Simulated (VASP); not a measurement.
# Zn (Fm-3m) in VASP: notebook, part 2 of 2

VASP 6.6.1.

### Step 3. Single point, r2SCAN0

This run uses another cell than the first one, of 15.17 Å³/atom, 1.042 times its volume.

POSCAR

```
Zn
1.0
    0.0000000000      1.9647760000      1.9647760000
    1.9647760000      0.0000000000      1.9647760000
    1.9647760000      1.9647760000      0.0000000000
Zn
1
Direct
    0.0000000000      0.0000000000      0.0000000000
```

INCAR.step1

```
SYSTEM = Zn
PREC = Accurate
ENCUT = 440
EDIFF = 1E-5
ISMEAR = -1
SIGMA = 0.05
LREAL = .FALSE.
LASPH = .TRUE.
NELM = 120
ALGO = Normal
ISIF = 2
LWAVE = .TRUE.
GGA = PE
NBANDS = 12
GGA_COMPAT = .FALSE.
```

INCAR.step2

```
SYSTEM = Zn
PREC = Accurate
ENCUT = 440
EDIFF = 1E-6
ISMEAR = -1
SIGMA = 0.05
LREAL = .FALSE.
LASPH = .TRUE.
NELM = 120
ALGO = Normal
ISIF = 2
LWAVE = .FALSE.
LCHARG = .TRUE.
METAGGA = R2SCAN
LHFCALC = .TRUE.
AEXX = 0.25
LMIXTAU = .TRUE.
PRECFOCK = Normal
LELF = .TRUE.
LVHAR = .TRUE.
ISTART = 1
NBANDS = 12
GGA_COMPAT = .FALSE.
```

KPOINTS

```
regular mesh
0
G
  6 6 6
  0 0 0
```

Potentials or basis: VASP PAW PBE potentials, release 64 (Zn).

Command:

```console
> cat potpaw_PBE.64/Zn/POTCAR > POTCAR
> cp INCAR.step1 INCAR
> mpirun -np 1 vasp_std > vasp.out
> cp INCAR.step2 INCAR
> mpirun -np 1 vasp_std > vasp.out
```

OUTCAR:

```text
SYSTEM = Zn
   PREC = Accurate
   ENCUT = 440
   EDIFF = 1E-6
   ISMEAR = -1
   LREAL = .FALSE.
   LASPH = .TRUE.
   NELM = 120
   ISIF = 2
   METAGGA = R2SCAN
   LHFCALC = .TRUE.
   AEXX = 0.25
   PRECFOCK = Normal
   ISTART = 1

 ion  position               nearest neighbor table
   1  0.000  0.000  0.000-

  LATTYP: Found a face centered cubic cell.
 ALAT       =     3.9295520000

  Lattice vectors:

 A1 = (   0.0000000000,   1.9647760000,   1.9647760000)
 A2 = (   1.9647760000,   0.0000000000,   1.9647760000)
 A3 = (   1.9647760000,   1.9647760000,   0.0000000000)

Analysis of symmetry for initial positions (statically):
=====================================================================
 Subroutine PRICEL returns:
 Original cell was already a primitive cell.

 Routine SETGRP: Setting up the symmetry group for a
 face centered cubic supercell.

 Subroutine GETGRP returns: Found 48 space group operations
 (whereof 48 operations were pure point group operations)
 out of a pool of 48 trial point group operations.

The static configuration has the point symmetry O_h .

Analysis of symmetry for dynamics (positions and initial velocities):
=====================================================================
 Subroutine PRICEL returns:
 Original cell was already a primitive cell.

 Routine SETGRP: Setting up the symmetry group for a
 face centered cubic supercell.

 Subroutine GETGRP returns: Found 48 space group operations
 (whereof 48 operations were pure point group operations)
 out of a pool of 48 trial point group operations.

The dynamic configuration has the point symmetry O_h .

 Subroutine INISYM returns: Found 48 space group operations
 (whereof 48 operations are pure point group operations),
 and found     1 'primitive' translations

[... 114 lines left out ...]
   NKREDZ  =     1    reduce k-point grid by
   AEXX    =    0.2500 exact exchange contribution
   HFSCREEN=    0.0000 screening length (either q_TF or 0.3 A-1)
   HFSCREENC=   0.0000 screening length for correlation (either q_TF or 0.3 A-1)
   ENCUTFOCK=  -1.0 apply spherical cutoff to Coloumb kernel
   IVDW    =     0    specifies the selected vdW correction
   LEPSILON=     F    determine dielectric tensor
   LRPA    =     F    only Hartree local field effects (RPA)
 non-spin polarized calculation
  energy-cutoff  :      440.00
  volume of cell :       15.17
 maximum number of plane-waves:       332
  NGX = 16; NGY = 16; NGZ = 16

 number of electron      11.9999991 magnetization

 Free energy of the ion-electron system (eV)
  ---------------------------------------------------
  ext. energy  EPLUGINS =         0.00000000
  ---------------------------------------------------
  free energy    TOTEN  =        -7.12391239 eV

  energy without entropy =       -7.11677547  energy(sigma->0) =       -7.12034393

 E-fermi :   3.4662     XC(G=0):  -9.8466

 val. band max:        2.4057680457   @ k =  -0.3333   0.3333   0.1667
 cond. band min:       3.5009973284   @ k =  -0.3333   0.3333   0.1667
 fundamental gap:      1.0952292828
 Fermi energy:         3.4661629862

 k-point     1 :       0.0000    0.0000    0.0000
  band No.  band energies     occupation
      1      -9.5245      2.00000
      2      -7.5951      2.00000
      3      -7.5951      2.00000
      4      -7.5951      2.00000
      5      -7.2178      2.00000
      6      -7.2178      2.00000
      7      23.7275      0.00000
      8      23.7613      0.00000
      9      23.7613      0.00000
     10      23.7613      0.00000
     11      26.0776      0.00000
     12      26.0776      0.00000
[... 211 lines left out ...]
 k-point    16 :      -0.3333    0.5000    0.1667
  band No.  band energies     occupation
      1      -8.0304      2.00000
      2      -7.9664      2.00000
      3      -7.2937      2.00000
      4      -7.0966      2.00000
      5      -6.8134      2.00000
      6       3.7997      0.00253
      7       6.3784      0.00000
      8       8.2073      0.00000
      9       9.3499      0.00000
     10      22.8096      0.00000
     11      24.0026      0.00000
     12      32.5021      0.00000

------------------------ aborting loop because EDIFF is reached ----------------------------------------

  FORCE on cell =-STRESS in cart. coord.  units (eV):
  Direction    XX          YY          ZZ          XY          YZ          ZX
  --------------------------------------------------------------------------------------
  -------------------------------------------------------------------------------------
  Total       -0.3576530     -0.3576530     -0.3576530      0.0000000     -0.0000000      0.0000000
  in kB      -37.7748986    -37.7748986    -37.7748986      0.0000000     -0.0000000      0.0000000
  external PRESSURE =     -37.7748986 kB  Pullay stress =       0.0000000 kB

 VOLUME and BASIS-vectors are now :
 -----------------------------------------------------------------------------
  energy-cutoff  :      440.00
  volume of cell :       15.17
      direct lattice vectors                 reciprocal lattice vectors
     0.000000000  1.964776000  1.964776000    -0.254481936  0.254481936  0.254481936
     1.964776000  0.000000000  1.964776000     0.254481936 -0.254481936  0.254481936
     1.964776000  1.964776000  0.000000000     0.254481936  0.254481936 -0.254481936

 POSITION                                       TOTAL-FORCE (eV/Angst)
 -----------------------------------------------------------------------------------
      0.00000      0.00000      0.00000         0.000000      0.000000      0.000000
 -----------------------------------------------------------------------------------
    total drift:                                0.000000      0.000000      0.000000

  FREE ENERGIE OF THE ION-ELECTRON SYSTEM (eV)
  ---------------------------------------------------
  free  energy   TOTEN  =        -7.1239123924 eV

  energy  without entropy=       -7.1167754713  energy(sigma->0) =       -7.12034393
```

OUTCAR.step1:

```text
SYSTEM = Zn
   PREC = Accurate
   ENCUT = 440
   EDIFF = 1E-5
   ISMEAR = -1
   LREAL = .FALSE.
[... 446 lines left out ...]
 -----------------------------------------------------------------------------------
      0.00000      0.00000      0.00000         0.000000      0.000000     -0.000000
 -----------------------------------------------------------------------------------
    total drift:                                0.000000     -0.000000      0.000000

  FREE ENERGIE OF THE ION-ELECTRON SYSTEM (eV)
  ---------------------------------------------------
  free  energy   TOTEN  =        -0.9522877755 eV

  energy  without entropy=       -0.9429320110  energy(sigma->0) =       -0.94760989
```

Wall time 4.4 min (1 thread of Intel Xeon 6975P-C (Granite Rapids), shared host); peak memory 0.13 GiB.

What came out:

- Free energy: -7.1239 eV
- Pressure: -3.8 GPa
- Band gap on the k mesh: zero (band 6 reaches 3.80 eV, above the bottom of band 7 at 1.22 eV)

Caveat: the k points lie up to 0.46 Å⁻¹ apart; the PAW data sets were made with another functional, which shifts forces and pressure a little.

### Step 4. Single point, r2SCANh

This run uses another cell than the first one, of 15.17 Å³/atom, 1.042 times its volume.

POSCAR is that of step 3.

INCAR.step1

```
ALGO = Normal
EDIFF = 1E-5
ENCUT = 440
GGA = PE
GGA_COMPAT = F
ISIF = 2
ISMEAR = -1
LASPH = T
LCHARG = F
LREAL = F
LWAVE = T
NBANDS = 12
NELM = 120
PREC = Accurate
SIGMA = 0.05
```

INCAR.step2

```
AEXX = 0.1
ALGO = Normal
EDIFF = 1E-6
ENCUT = 440
GGA_COMPAT = F
ISIF = 2
ISMEAR = -1
ISTART = 1
LASPH = T
LCHARG = F
LHFCALC = T
LMIXTAU = T
LREAL = F
LWAVE = F
METAGGA = R2SCAN
NBANDS = 12
NELM = 120
PREC = Accurate
PRECFOCK = Normal
SIGMA = 0.05
```

KPOINTS

```
k-points
0
Gamma
  6 6 6
```

Potentials or basis: VASP PAW PBE potentials, release 64 (Zn).

Command:

```console
> cat potpaw_PBE.64/Zn/POTCAR > POTCAR
> cp INCAR.step1 INCAR
> mpirun -np 1 vasp_std > vasp.out
> cp INCAR.step2 INCAR
> mpirun -np 1 vasp_std > vasp.out
```

OUTCAR:

```text
AEXX = 0.1
   EDIFF = 1E-6
   ENCUT = 440
   ISIF = 2
   ISMEAR = -1
   ISTART = 1
   LASPH = T
   LHFCALC = T
   LREAL = F
   METAGGA = R2SCAN
   NELM = 120
   PREC = Accurate
   PRECFOCK = Normal

 ion  position               nearest neighbor table
   1  0.000  0.000  0.000-

  LATTYP: Found a face centered cubic cell.
 ALAT       =     3.9295520000

  Lattice vectors:

 A1 = (   0.0000000000,   1.9647760000,   1.9647760000)
 A2 = (   1.9647760000,   0.0000000000,   1.9647760000)
 A3 = (   1.9647760000,   1.9647760000,   0.0000000000)

Analysis of symmetry for initial positions (statically):
=====================================================================
 Subroutine PRICEL returns:
 Original cell was already a primitive cell.

 Routine SETGRP: Setting up the symmetry group for a
 face centered cubic supercell.

 Subroutine GETGRP returns: Found 48 space group operations
 (whereof 48 operations were pure point group operations)
 out of a pool of 48 trial point group operations.

The static configuration has the point symmetry O_h .

Analysis of symmetry for dynamics (positions and initial velocities):
=====================================================================
 Subroutine PRICEL returns:
 Original cell was already a primitive cell.

 Routine SETGRP: Setting up the symmetry group for a
 face centered cubic supercell.

 Subroutine GETGRP returns: Found 48 space group operations
 (whereof 48 operations were pure point group operations)
 out of a pool of 48 trial point group operations.

The dynamic configuration has the point symmetry O_h .

 Subroutine INISYM returns: Found 48 space group operations
 (whereof 48 operations are pure point group operations),
 and found     1 'primitive' translations

----------------------------------------------------------------------------------------

                                     Primitive cell

  volume of cell :      15.1694

  direct lattice vectors                    reciprocal lattice vectors
     0.000000000  1.964776000  1.964776000    -0.254481936  0.254481936  0.254481936
     1.964776000  0.000000000  1.964776000     0.254481936 -0.254481936  0.254481936
     1.964776000  1.964776000  0.000000000     0.254481936  0.254481936 -0.254481936

  length of vectors
     2.778612866  2.778612866  2.778612866     0.440775643  0.440775643  0.440775643

  position of ions in fractional coordinates (direct lattice)
     0.000000000  0.000000000  0.000000000

  ion indices of the primitive-cell ions
   primitive index   ion index
                 1           1

----------------------------------------------------------------------------------------

 KPOINTS: k-points

Automatic generation of k-mesh.
 Grid dimensions read from file:
 generate k-points for:    6    6    6

 Generating k-lattice:

  Cartesian coordinates                     Fractional coordinates (reciprocal lattice)
    -0.042413656  0.042413656  0.042413656     0.166666667  0.000000000  0.000000000
     0.042413656 -0.042413656  0.042413656     0.000000000  0.166666667  0.000000000
     0.042413656  0.042413656 -0.042413656     0.000000000  0.000000000  0.166666667

  Length of vectors
     0.073462607  0.073462607  0.073462607
[... 31 lines left out ...]
   dimension x,y,z NGXF=    40 NGYF=   40 NGZF=   40
   ions per type =               1
   NGX,Y,Z   is equivalent  to a cutoff of  11.97, 11.97, 11.97 a.u.
   NGXF,Y,Z  is equivalent  to a cutoff of  23.93, 23.93, 23.93 a.u.
 SYSTEM =  unknown system
   PREC   = accura    normal or accurate (medium, high low for compatibility)
   ISTART =      1    job   : 0-new  1-cont  2-samecut
   ICHARG =      0    charge: 1-file 2-atom 10-const
   ISPIN  =      1    spin polarized calculation?
   LNONCOLLINEAR =      F non collinear calculations
   LSORBIT =      F    spin-orbit coupling
   LASPH  =      T    aspherical Exc in radial PAW
   ENCUT  =  440.0 eV  32.34 Ry    5.69 a.u.   4.75  4.75  4.75*2*pi/ulx,y,z
   NELM   =    120;   NELMIN=  2; NELMDL=  0     # of ELM steps
   EDIFF  = 0.1E-05   stopping-criterion for ELM
   LREAL  =      F    real-space projection
   EDIFFG = 0.1E-04   stopping-criterion for IOM
   NSW    =      0    number of steps for IOM
   IBRION =     -1    ionic relax: 0-MD 1-quasi-New 2-CG
   NFREE  =      0    steps in history (QN), initial steepest desc. (CG)
   ISIF   =      2    stress and relaxation
   ISYM   =      3    0-nonsym 1-usesym 2-fastsym
   POTIM  = 0.5000    time-step for ionic-motion
   TEBEG  =    0.0;   TEEND  =   0.0 temperature during run
   PSTRESS=    0.0 pullay stress
   NELECT =      12.0000    total number of electrons
   NUPDOWN=      -1.0000    fix difference up-down
   EMIN   =  10.00;   EMAX   =-10.00  energy-range for DOS
   EFERMI =   0.00;   METHOD = LEGACY
   ISMEAR =    -1;   SIGMA  =   0.05  broadening in eV -4-tet -1-fermi 0-gaus
   EFERMI_NEDOS =   21; number of points for ismear=-14 and -15
   IALGO  =     38    algorithm
   IMIX   =      1    mixing-type and parameters
     AMIX     =   0.40;   BMIX     =  1.00
     AMIX_MAG =   1.60;   BMIX_MAG =  1.00
  volume/ion in A,a.u.               =      15.17       102.37
  Fermi-wavevector in a.u.,A,eV,Ry     =   1.514069  2.861175 31.190044  2.292404
  Thomas-Fermi vector in A             =   2.623775
   LORBIT       =      0    0 simple, 1 ext, 2 COOP (PROOUT), +10 PAW based schemes
   METAGGA = R2SCAN    functional components
   LHFCALC =     T    Hartree Fock is set to
   PRECFOCK=normal    Normal, Fast or Accurate (Low or Medium for compatibility)
   ENCUT4O =  -1.0   cutoff for four orbital integrals eV
   NKREDX  =     1    reduce k-point grid by
   NKREDY  =     1    reduce k-point grid by
   NKREDZ  =     1    reduce k-point grid by
   AEXX    =    0.1000 exact exchange contribution
   HFSCREEN=    0.0000 screening length (either q_TF or 0.3 A-1)
   HFSCREENC=   0.0000 screening length for correlation (either q_TF or 0.3 A-1)
   ENCUTFOCK=  -1.0 apply spherical cutoff to Coloumb kernel
   IVDW    =     0    specifies the selected vdW correction
   LEPSILON=     F    determine dielectric tensor
   LRPA    =     F    only Hartree local field effects (RPA)
 non-spin polarized calculation
  energy-cutoff  :      440.00
  volume of cell :       15.17
 maximum number of plane-waves:       332
  NGX = 16; NGY = 16; NGZ = 16

 number of electron      11.9999991 magnetization

 Free energy of the ion-electron system (eV)
  ---------------------------------------------------
  ext. energy  EPLUGINS =         0.00000000
  ---------------------------------------------------
  free energy    TOTEN  =        -8.07145723 eV

  energy without entropy =       -8.06422641  energy(sigma->0) =       -8.06784182

 E-fermi :   3.3067     XC(G=0): -11.5568

 val. band max:        2.6909782970   @ k =  -0.3333   0.3333   0.1667
 cond. band min:       3.3418279564   @ k =  -0.3333   0.3333   0.1667
 fundamental gap:      0.6508496594
 Fermi energy:         3.3067023506

 k-point     1 :       0.0000    0.0000    0.0000
  band No.  band energies     occupation
      1      -8.5477      2.00000
      2      -6.0337      2.00000
      3      -6.0337      2.00000
      4      -6.0337      2.00000
      5      -5.6508      2.00000
      6      -5.6508      2.00000
      7      22.9070      0.00000
      8      22.9070      0.00000
      9      22.9070      0.00000
     10      23.0848      0.00000
     11      25.3163      0.00000
     12      25.3163      0.00000
[... 211 lines left out ...]
 k-point    16 :      -0.3333    0.5000    0.1667
  band No.  band energies     occupation
      1      -6.4871      2.00000
      2      -6.4211      2.00000
      3      -5.7598      2.00000
      4      -5.5394      2.00000
      5      -5.2718      2.00000
      6       3.6147      0.00422
      7       5.9554      0.00000
      8       7.7743      0.00000
      9       8.8176      0.00000
     10      22.0821      0.00000
     11      23.2001      0.00000
     12      31.7548      0.00000

------------------------ aborting loop because EDIFF is reached ----------------------------------------

  FORCE on cell =-STRESS in cart. coord.  units (eV):
  Direction    XX          YY          ZZ          XY          YZ          ZX
  --------------------------------------------------------------------------------------
  -------------------------------------------------------------------------------------
  Total       -0.4382659     -0.4382659     -0.4382659      0.0000000      0.0000000     -0.0000000
  in kB      -46.2891391    -46.2891391    -46.2891391      0.0000000      0.0000000     -0.0000000
  external PRESSURE =     -46.2891391 kB  Pullay stress =       0.0000000 kB

 VOLUME and BASIS-vectors are now :
 -----------------------------------------------------------------------------
  energy-cutoff  :      440.00
  volume of cell :       15.17
      direct lattice vectors                 reciprocal lattice vectors
     0.000000000  1.964776000  1.964776000    -0.254481936  0.254481936  0.254481936
     1.964776000  0.000000000  1.964776000     0.254481936 -0.254481936  0.254481936
     1.964776000  1.964776000  0.000000000     0.254481936  0.254481936 -0.254481936

 POSITION                                       TOTAL-FORCE (eV/Angst)
 -----------------------------------------------------------------------------------
      0.00000      0.00000      0.00000         0.000000     -0.000000      0.000000
 -----------------------------------------------------------------------------------
    total drift:                                0.000000      0.000000      0.000000

  FREE ENERGIE OF THE ION-ELECTRON SYSTEM (eV)
  ---------------------------------------------------
  free  energy   TOTEN  =        -8.0714572275 eV

  energy  without entropy=       -8.0642264086  energy(sigma->0) =       -8.06784182
```

Run time: 4.4 min. Hardware: 1 thread of Intel Xeon 6975P-C (Granite Rapids), shared host; peak memory 0.13 GiB.

Results:

```yaml
Free_energy: -8.0715 eV
Pressure: -4.6 GPa
Band_gap_on_the_k_mesh: zero (band 6 reaches 3.61 eV, above the bottom of band 7 at 1.44 eV)
```

Levels at points of the mesh, in eV from the Fermi level:
| k point | band 3 | band 4 | band 5 | band 6 | band 7 | band 8 | band 9 | band 10 |
| --- | --- | --- | --- | --- | --- | --- | --- | --- |
| (0.00, 0.00, 0.00) | -9.34 | -9.34 | -8.96 | -8.96 | 19.60 | 19.60 | 19.60 | 19.78 |
| (0.50, 0.00, 0.00) | -9.35 | -8.66 | -8.66 | -3.77 | -1.87 | 16.40 | 16.40 | 18.31 |
| (0.50, 0.50, 0.00) | -8.68 | -8.58 | -8.58 | -1.63 | 1.81 | 9.05 | 9.05 | 12.43 |

Caveat: the k points lie up to 0.46 Å⁻¹ apart; the PAW data sets were made with another functional, which shifts forces and pressure a little.

### Step 5. Summary

```tsv
level	spin	cell	k mesh	cutoff (eV)	smearing	grid for exact exchange (PRECFOCK)	gap on the mesh (eV)	pressure (GPa)
RPBE+D3(BJ)	non-collinear, typed start	a = 2.741 Å, angles 60.0°, 1 atom	12 × 12 × 12	520	fermi-dirac 0.025 eV	-	none	-18.9
r2SCAN0	off	a = 2.779 Å, angles 60.0°, 1 atom	6 × 6 × 6	440	fermi-dirac 0.05 eV	Normal	none	-3.8
r2SCANh	off	a = 2.779 Å, angles 60.0°, 1 atom	6 × 6 × 6	440	fermi-dirac 0.05 eV	Normal	none	-4.6
```

Alike in all rows: task single point; potentials or basis VASP PAW PBE potentials, release 64 (Zn).

Caveats: some runs use coarse meshes; the PAW data sets were made with another functional, which shifts forces and pressure a little; three body term missing (some runs); pairwise dispersion overbinds metals, which lowers pressure and volume (some runs).

Absolute energies hang on the potentials; compare differences alone.
